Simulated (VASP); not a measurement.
Crystal: Ba.

```
Ba
1.0
     3.90143    0.00000    0.00000
     0.00000    3.90143    0.00000
     0.00000    0.00000    3.90143
Ba
1
Direct
  0.00000 0.00000 0.00000
```

The cell was generated, and may not be a known phase.

* Program: VASP 6.6.1
* Task: relaxation of cell and atoms
* Functional: PBE
* Potentials or basis: VASP PAW PBE potentials, release 64 (Ba_sv)
* Cutoff: 600 eV
* k mesh: 14 × 14 × 14
* Occupations: gaussian, width 0.1 eV
* Spin: no spin polarisation

At the start: pressure 0.4 GPa; volume 59.38 Å³/atom.

Problem. Where does the relaxation end?

Solution. Over 3 steps the energy falls by 3.8 meV/atom and the volume is 62.77 Å³/atom (+5.7 %); space group Pm-3m (No. 221, to 0.1 Å) before and after.

Step by step:
```csv
step,energy change (eV),largest force (eV/Å),pressure (GPa),volume (Å³)
1,0.0000,0.0000,0.42,59.38
2,-0.0027,0.0000,0.25,60.73
3,-0.0038,0.0000,-0.01,62.77
```

Final structure:
```
Ba
1.0
     3.97428    0.00000    0.00000
     0.00000    3.97428    0.00000
     0.00000    0.00000    3.97428
Ba
1
Direct
  0.00000 0.00000 0.00000
```
